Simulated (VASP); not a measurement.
The system is NaMgBr3.

```xyz
5
Lattice="5.3215 0.0000 0.0000 0.0000 5.3215 0.0000 0.0000 0.0000 5.2408" Properties=species:S:1:pos:R:3 pbc="T T T"
Na    0.0000    0.0000    0.0000
Mg    2.6607    2.6607    2.6204
Br    2.6607    2.6607    0.0000
Br    2.6607    0.0000    2.6204
Br    0.0000    2.6607    2.6204
```

This cell differs from its parent crystal: epitaxial xy strain +1.0%.

Base run:

```yaml
Program: VASP 6.6.1
Functional: r2SCAN
Potentials_or_basis: VASP PAW PBE potentials, release 64 (Na_pv, Mg, Br)
Cutoff: 520 eV
k_mesh: 6 × 6 × 6
Occupations: gaussian, width 0.01 eV
Spin: no spin polarisation
```

Its results: band gap on the k mesh 3.57 eV (least direct gap 4.13 eV); pressure -0.5 GPa.

Task: The run is repeated on the same cell with these changes: functional from r2SCAN to PBE; occupations from gaussian, width 0.01 eV to fermi-dirac, width 0.02 eV. What comes out?

Result: Band gap on the k mesh 2.76 eV (least direct gap 3.30 eV); pressure 0.2 GPa.

Caveats: the PAW data sets were made with another functional, which shifts forces and pressure a little (at least some runs).

A k mesh can miss the band edges.
